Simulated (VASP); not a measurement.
# Zr (P6_3/mmc) in VASP: further runs, part 2 of 2

VASP 6.6.1. Earlier steps stand in the parts before.

### 4 Single point, PBEsol

This run uses another cell than the first one, of 25.63 Å³/atom.

INCAR

```
SYSTEM = Zr
PREC = Accurate ; ENCUT = 520
EDIFF = 1E-7 ; ISMEAR = 0
SIGMA = 0.1 ; LREAL = .FALSE.
LASPH = .TRUE. ; NELM = 80
ALGO = Normal ; ISIF = 2
LWAVE = .FALSE. ; LCHARG = .FALSE.
GGA = PS ; NBANDS = 32
```

KPOINTS

```
regular mesh
0
G
  6 6 4
  0 0 0
```

POSCAR

```
Zr
1.0
    4.9036509915      0.0000000000      0.0000000000
   -2.4518254958      4.2466863300      0.0000000000
    0.0000000000      0.0000000000      4.9230314595
Zr
4
Direct
    0.0000000000      0.0000000000      0.2500000000
    0.0000000000      0.0000000000      0.7500000000
    0.3333333333      0.6666666667      0.7500000000
    0.6666666667      0.3333333333      0.2500000000
```

Potentials or basis: VASP PAW PBE potentials, release 64 (Zr_sv).

Launch:

```
$ cat potpaw_PBE.64/Zr_sv/POTCAR > POTCAR
$ mpirun -np 1 vasp_std > vasp.out
```

OUTCAR:

```text
SYSTEM = Zr
   PREC = Accurate
   ENCUT = 520
   EDIFF = 1E-7
   ISMEAR = 0
   LREAL = .FALSE.
   LASPH = .TRUE.
   NELM = 80
   ISIF = 2
   GGA = PS

 ion  position               nearest neighbor table
   1  0.000  0.000  0.250-   2 2.46   2 2.46   4 2.83   4 2.83   4 2.83   3 3.75   3 3.75   3 3.75
                             3 3.75   3 3.75   3 3.75
   2  0.000  0.000  0.750-   1 2.46   1 2.46   3 2.83   3 2.83   3 2.83   4 3.75   4 3.75   4 3.75
                             4 3.75   4 3.75   4 3.75
   3  0.333  0.667  0.750-   2 2.83   2 2.83   2 2.83   4 3.75   4 3.75   1 3.75   1 3.75   4 3.75
                             4 3.75   1 3.75   1 3.75   1 3.75   1 3.75   4 3.75   4 3.75
   4  0.667  0.333  0.250-   1 2.83   1 2.83   1 2.83   3 3.75   3 3.75   2 3.75   2 3.75   3 3.75
                             3 3.75   2 3.75   2 3.75   2 3.75   2 3.75   3 3.75   3 3.75

  LATTYP: Found a hexagonal cell.
 ALAT       =     4.9036509915
 C/A-ratio  =     1.0039522527

  Lattice vectors:

 A1 = (   4.9036509915,   0.0000000000,   0.0000000000)
 A2 = (  -2.4518254958,   4.2466863300,   0.0000000000)
 A3 = (   0.0000000000,   0.0000000000,   4.9230314595)

Analysis of symmetry for initial positions (statically):
=====================================================================
 Subroutine PRICEL returns:
 Original cell was already a primitive cell.

 Routine SETGRP: Setting up the symmetry group for a
 hexagonal supercell.

 Subroutine GETGRP returns: Found 24 space group operations
 (whereof 12 operations were pure point group operations)
 out of a pool of 24 trial point group operations.

The static configuration has the point symmetry D_3d.
 The point group associated with its full space group is D_6h.

Analysis of symmetry for dynamics (positions and initial velocities):
=====================================================================
 Subroutine PRICEL returns:
 Original cell was already a primitive cell.

 Routine SETGRP: Setting up the symmetry group for a
[... 126 lines left out ...]
     AMIX     =   0.40;   BMIX     =  1.00
     AMIX_MAG =   1.60;   BMIX_MAG =  1.00
  volume/ion in A,a.u.               =      25.63       172.96
  Fermi-wavevector in a.u.,A,eV,Ry     =   1.271221  2.402260 21.987060  1.616003
  Thomas-Fermi vector in A             =   2.404166
   LORBIT       =      0    0 simple, 1 ext, 2 COOP (PROOUT), +10 PAW based schemes
   GGA     = PS    functional components
   LHFCALC =     F    Hartree Fock is set to
   AEXX    =    0.0000 exact exchange contribution
   IVDW    =     0    specifies the selected vdW correction
   LEPSILON=     F    determine dielectric tensor
   LRPA    =     F    only Hartree local field effects (RPA)
 non-spin polarized calculation
 Gauss-broadening in eV      SIGMA  =   0.10
  energy-cutoff  :      520.00
  volume of cell :      102.52
 maximum number of plane-waves:      2778
   NGX = 19   NGY = 19   NGZ = 19

 number of electron      48.0000001 magnetization

 Free energy of the ion-electron system (eV)
  ---------------------------------------------------
  ext. energy  EPLUGINS =         0.00000000
  ---------------------------------------------------
  free energy    TOTEN  =       -31.66632384 eV

  energy without entropy =      -31.61511093  energy(sigma->0) =      -31.64071739

 E-fermi :   7.3491     XC(G=0): -10.5892

 val. band max:        7.3252054071   @ k =   0.3333   0.0000   0.2500
 cond. band min:       7.3501867494   @ k =   0.0000   0.0000   0.2500
 fundamental gap:      0.0249813423
 Fermi energy:         7.3491006243

 k-point     1 :       0.0000    0.0000    0.0000
  band No.  band energies     occupation
      1     -41.6427      2.00000
      2     -41.6113      2.00000
      3     -40.7531      2.00000
      4     -40.0386      2.00000
      5     -20.6159      2.00000
      6     -19.8866      2.00000
[... 724 lines left out ...]
     31      10.6472      0.00000
     32      10.6472      0.00000

------------------------ aborting loop because EDIFF is reached ----------------------------------------

  FORCE on cell =-STRESS in cart. coord.  units (eV):
  Direction    XX          YY          ZZ          XY          YZ          ZX
  --------------------------------------------------------------------------------------
  -------------------------------------------------------------------------------------
  Total       -0.0302406     -0.0302406      0.3166719      0.0000000      0.0000000      0.0000000
  in kB       -0.4726046     -0.4726046      4.9490040      0.0000000      0.0000000      0.0000000
  external PRESSURE =       1.3345982 kB  Pullay stress =       0.0000000 kB

 VOLUME and BASIS-vectors are now :
 -----------------------------------------------------------------------------
  energy-cutoff  :      520.00
  volume of cell :      102.52
      direct lattice vectors                 reciprocal lattice vectors
     4.903650992  0.000000000  0.000000000     0.203929685  0.117738858  0.000000000
    -2.451825496  4.246686330  0.000000000     0.000000000  0.235477717  0.000000000
     0.000000000  0.000000000  4.923031459     0.000000000  0.000000000  0.203126876

 POSITION                                       TOTAL-FORCE (eV/Angst)
 -----------------------------------------------------------------------------------
      0.00000      0.00000      1.23076         0.000000      0.000000     -0.000000
      0.00000      0.00000      3.69227         0.000000     -0.000000     -0.000000
     -0.00000      2.83112      3.69227         0.000000     -0.000000      0.000000
      2.45183      1.41556      1.23076        -0.000000      0.000000     -0.000000
 -----------------------------------------------------------------------------------
    total drift:                               -0.000000      0.000000     -0.000000

  FREE ENERGIE OF THE ION-ELECTRON SYSTEM (eV)
  ---------------------------------------------------
  free  energy   TOTEN  =       -31.6663238443 eV

  energy  without entropy=      -31.6151109347  energy(sigma->0) =      -31.64071739
```

OSZICAR:

```text
N       E                     dE             d eps       ncg     rms          rms(c)
DAV:   1     0.491936329063E+03    0.49194E+03   -0.25164E+04  1344   0.147E+03
DAV:   2     0.733007857591E+01   -0.48461E+03   -0.47011E+03  1520   0.440E+02
DAV:   3    -0.319980159114E+02   -0.39328E+02   -0.37214E+02  2336   0.867E+01
DAV:   4    -0.342927870811E+02   -0.22948E+01   -0.22759E+01  1952   0.215E+01
DAV:   5    -0.343844370119E+02   -0.91650E-01   -0.91635E-01  2024   0.341E+00    0.260E+01
DAV:   6    -0.323920319620E+02    0.19924E+01   -0.14702E+01  1976   0.193E+01    0.123E+01
DAV:   7    -0.320432090059E+02    0.34882E+00   -0.53678E+00  1992   0.107E+01    0.803E+00
DAV:   8    -0.316683899319E+02    0.37482E+00   -0.13562E+00  1736   0.730E+00    0.184E+00
DAV:   9    -0.316730686874E+02   -0.46788E-02   -0.21011E-01  1792   0.256E+00    0.831E-01
DAV:  10    -0.316664618983E+02    0.66068E-02   -0.22980E-02  1896   0.677E-01    0.258E-01
DAV:  11    -0.316667449560E+02   -0.28306E-03   -0.39004E-03  1824   0.368E-01    0.171E-01
DAV:  12    -0.316663261845E+02    0.41877E-03   -0.13884E-03  1712   0.154E-01    0.214E-02
DAV:  13    -0.316663266920E+02   -0.50747E-06   -0.47379E-05  1888   0.331E-02    0.858E-03
DAV:  14    -0.316663247081E+02    0.19839E-05   -0.10606E-05  1968   0.144E-02    0.603E-03
DAV:  15    -0.316663238862E+02    0.82196E-06   -0.22057E-06  1736   0.782E-03    0.102E-03
DAV:  16    -0.316663238443E+02    0.41867E-07   -0.61119E-08  1016   0.175E-03
   1 F= -.31666324E+02 E0= -.31640717E+02  d E =-.512129E-01
```

Run time: 1.7 min. Hardware: 1 thread of Intel Xeon 8259CL, shared host; peak memory 0.23 GiB.

Results:

```yaml
Free_energy: -31.6663 eV
Pressure: 0.1 GPa
Band_gap_on_the_k_mesh: zero (bands 24 and 25 overlap by 1.02 eV)
```

Levels at points of the mesh, in eV from the Fermi level:
| k point | band 21 | band 22 | band 23 | band 24 | band 25 | band 26 | band 27 | band 28 |
| --- | --- | --- | --- | --- | --- | --- | --- | --- |
| (0.00, 0.00, 0.00) | -1.40 | -0.26 | -0.26 | 0.34 | 0.34 | 0.34 | 0.34 | 1.47 |
| (0.50, 0.00, 0.00) | -1.93 | -1.18 | -0.67 | -0.14 | 0.15 | 0.17 | 0.43 | 1.08 |
| (0.00, 0.00, 0.50) | -1.05 | -1.05 | 0.86 | 0.86 | 0.86 | 0.86 | 1.24 | 1.24 |
| (0.50, 0.00, 0.50) | -0.93 | -0.93 | -0.40 | -0.40 | -0.12 | -0.12 | 1.15 | 1.15 |

Caveat: the PAW data sets were made with another functional, which shifts forces and pressure a little.

### 5 Overview

```tsv
cell	k mesh	gap on the mesh (eV)	pressure (GPa)
a = 3.502, b = 3.502, c = 9.539 Å, angles 90.0, 90.0, 120.0°, 4 atoms	6 × 6 × 2	none	69.4
a = 4.952, b = 4.952, c = 4.808 Å, angles 90.0, 90.0, 120.0°, 4 atoms	6 × 6 × 2	none	0.2
a = 4.904, b = 4.904, c = 4.923 Å, angles 90.0, 90.0, 120.0°, 4 atoms	6 × 6 × 4	none	0.1
```

Alike in all rows: task single point; level PBEsol; potentials or basis VASP PAW PBE potentials, release 64 (Zr_sv); no spin polarisation; cutoff (eV) 520; smearing gaussian 0.1 eV.

Caveats: some runs use coarse meshes; the PAW data sets were made with another functional, which shifts forces and pressure a little; atoms lie so close that the PAW spheres overlap strongly, which falsifies energies and pressures (at least some runs); the stress differs along the axes, from -8 to 108 GPa (at least some runs).

Absolute energies hang on the potentials; compare differences alone.

The gap in the log of VASP goes by the Fermi energy; the results here count the filled bands.